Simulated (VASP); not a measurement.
Input of a VASP 6.6.1 run:

The input INCAR:

```
ALGO = Normal
EDIFF = 1E-6
ENCUT = 520
GGA = PS
ISIF = 2
ISMEAR = -1
LASPH = True
LCHARG = False
LREAL = False
LWAVE = False
NBANDS = 30
NELM = 60
PREC = Accurate
SIGMA = 0.05
```

File KPOINTS:

```
k-points
0
Gamma
  9 9 9
```

The input POSCAR:

```
Cu3O2
1.0
   -2.0229820000      2.0229820000      3.6736170000
    2.0229820000     -2.0229820000      3.6736170000
    2.0229820000      2.0229820000     -3.6736170000
Cu O
3 2
Direct
    0.0000000000      0.0000000000      0.0000000000
    0.7500000000      0.2500000000      0.5000000000
    0.2500000000      0.7500000000      0.5000000000
    0.5000000000      0.0000000000      0.5000000000
    0.0000000000      0.5000000000      0.5000000000
```

Potentials or basis: VASP PAW PBE potentials, release 64 (Cu, O).

Launch:

```console
$ cat potpaw_PBE.64/Cu/POTCAR potpaw_PBE.64/O/POTCAR > POTCAR
$ mpirun -np 1 vasp_std > vasp.out
```

Task: Predict the pressure.

Result: -5.3 GPa.

Stress tensor (GPa, compression positive):
```
-4.31  0.00  0.00
 0.00 -4.31  0.00
 0.00  0.00 -7.37
```

Caveat: the PAW data sets were made with another functional, which shifts forces and pressure a little; an odd number of electrons without spin polarisation forces a metal; a magnetic or distorted state may lie lower.
